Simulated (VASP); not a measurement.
Wanted: the native input for a VASP 6.6.1 run.

```
Task                   : relaxation of cell and atoms
Functional             : PBE
Potentials or basis    : VASP PAW PBE potentials, release 64 (Li_sv, Al, B)
Cutoff                 : 750 eV
k mesh                 : 6 × 6 × 6
Occupations            : gaussian, width 0.1 eV
Spin                   : no spin polarisation
Dipole correction      : no
Further INCAR settings : ALGO = Normal; EDIFF = 1e-07; IBRION = 2; EDIFFG = -0.04; NSW = 90; ISIF = 3
```

The structure of LiAl5B lies in POSCAR:

```
LiAl5B
1.0
    3.1731566900      1.8320228700      3.3942552300
   -3.1731566900      1.8320228700      3.3942552300
    0.0000000000     -3.6640457400      3.3942552300
Li Al B
1 5 1
Direct
    0.5000000000      0.5000000000      0.5000000000
    0.8482624600      0.8482624600      0.8482624600
    0.1517375400      0.1517375400      0.1517375400
    0.5000000000      0.5000000000      0.0000000000
    0.0000000000      0.5000000000      0.5000000000
    0.5000000000      0.0000000000      0.5000000000
    0.0000000000      0.0000000000      0.0000000000
```

The cell was built from a structure type or drawn by symmetry, and may not be a known phase.

The input as run:

INCAR

```
SYSTEM = LiAl5B
ALGO = Normal ; EDIFF = 1E-7
EDIFFG = -0.04 ; ENCUT = 750
GGA = PE ; GGA_COMPAT = .FALSE.
IBRION = 2 ; ISIF = 3
ISMEAR = 0 ; LASPH = .TRUE.
LCHARG = .FALSE. ; LREAL = .FALSE.
LWAVE = .FALSE. ; NELM = 120
NELMIN = 4 ; NSW = 90
PREC = Accurate ; SIGMA = 0.1
```

KPOINTS

```
k-points
0
G
  6 6 6
  0 0 0
```

Potentials or basis: VASP PAW PBE potentials, release 64 (Li_sv, Al, B).

Run with:

```console
$ cat potpaw_PBE.64/Li_sv/POTCAR potpaw_PBE.64/Al/POTCAR potpaw_PBE.64/B/POTCAR > POTCAR
$ mpirun -np 1 vasp_std > vasp.out
```

Results of the run:

```
Relaxed volume                        : 15.39 Å³/atom
Relaxed cell                          : a = 5.499 Å, b = 5.499 Å, c = 5.499 Å, α = 56.40°, β = 56.40°, γ = 56.40°
Space group after relaxing (to 0.1 Å) : R-3m (No. 166)
Energy gained by relaxing             : 1316.6 meV/atom
Ionic steps                           : 27
Pressure after relaxing               : -0.1 GPa
Largest force after relaxing          : 0.019 eV/Å
Band gap on the k mesh                : zero (an odd number of electrons rules out a gap without spin polarisation)
```

Run time: 14 min on 1 thread of Intel(R) Xeon(R) 6975P-C (Granite Rapids) (shared host), peak memory 0.39 GiB.
